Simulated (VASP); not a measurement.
A run of VASP 6.6.1 is set up as follows.

The input INCAR:

```
ALGO     = Normal         # electronic algorithm
EDIFF    = 1E-6           # SCF threshold, eV
ENCUT    = 520            # plane-wave cutoff, eV
GGA      = PE             # functional
ISIF     = 2              # what is computed and relaxed
ISMEAR   = 0              # smearing method
LASPH    = True           # aspherical terms in the spheres
LCHARG   = False          # write CHGCAR
LREAL    = False          # projectors in reciprocal space
LWAVE    = False          # write WAVECAR
NBANDS   = 25             # bands
NELM     = 100            # most SCF steps
PREC     = Accurate       # precision mode
SIGMA    = 0.013000000000000001 # smearing width, eV
```

Contents of KPOINTS:

```
k-points
0
Gamma
  10 10 5
```

File POSCAR:

```
CuO
1.0
    2.3418500000     -1.7113000000      0.0000000000
    2.3418500000      1.7113000000      0.0000000000
   -0.8500274268      0.0000000000      5.0578693947
Cu O
2 2
Direct
    0.5000000000      0.0000000000      0.5000000000
    0.0000000000      0.5000000000      0.0000000000
    0.4184000000      0.5816000000      0.7500000000
    0.5816000000      0.4184000000      0.2500000000
```

Potentials or basis: VASP PAW PBE potentials, release 64 (Cu, O).

Run with:

```console
$ cat potpaw_PBE.64/Cu/POTCAR potpaw_PBE.64/O/POTCAR > POTCAR
$ mpirun -np 1 vasp_std > vasp.out
```

(1) Estimate the band gap on the k mesh.

(2) What does it give for the pressure?

(3) Estimate the largest force.

## Answers

(1) zero (bands 17 and 18 overlap by 0.60 eV).

(2) 6.4 GPa.

(3) 0.219 eV/Å.

Caveat: the cell stands under pressure; semilocal functionals often make such compounds metallic where correlation or magnetic order opens a gap, which also shifts bond lengths.
